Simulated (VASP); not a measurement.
Here is a VASP 6.6.1 calculation.

File POSCAR:

```
ScAl
1.0
    3.3350615450      0.0000000000      0.0000000000
    0.0000000000      3.3350615450      0.0000000000
    0.0000000000      0.0000000000      3.3350615450
Sc Al
1 1
Direct
    0.5000000000      0.5000000000      0.5000000000
    0.0000000000      0.0000000000      0.0000000000
```

The input INCAR.step1:

```
PREC = Accurate
ENCUT = 520
ISMEAR = 0
SIGMA = 0.1
LREAL = F
LASPH = T
NELM = 60
NBANDS = 14
GGA = PE
ALGO = Normal
EDIFF = 1E-4
LWAVE = T
LCHARG = F
```

Contents of INCAR.step2:

```
PREC = Accurate
ENCUT = 520
EDIFF = 1E-6
ISMEAR = 0
SIGMA = 0.1
LREAL = F
LASPH = T
NELM = 60
ALGO = Normal
ISIF = 2
LWAVE = F
LCHARG = F
METAGGA = R2SCAN
LMIXTAU = T
NBANDS = 14
ISTART = 1
```

The input KPOINTS:

```
Automatic mesh
0
Gamma
  12 12 12
```

Potentials or basis: VASP PAW PBE potentials, release 64 (Sc_sv, Al).

Run with:

```bash
$ cat potpaw_PBE.64/Sc_sv/POTCAR potpaw_PBE.64/Al/POTCAR > POTCAR
$ cp INCAR.step1 INCAR
$ mpirun -np 1 vasp_std > vasp.out
$ cp INCAR.step2 INCAR
$ mpirun -np 1 vasp_std > vasp.out
```

Predict the band gap on the k mesh.

zero (bands 7 and 8 overlap by 1.28 eV).

What does it give for the pressure?

2.9 GPa.

Caveat: the PAW data sets were made with another functional, which shifts forces and pressure a little.
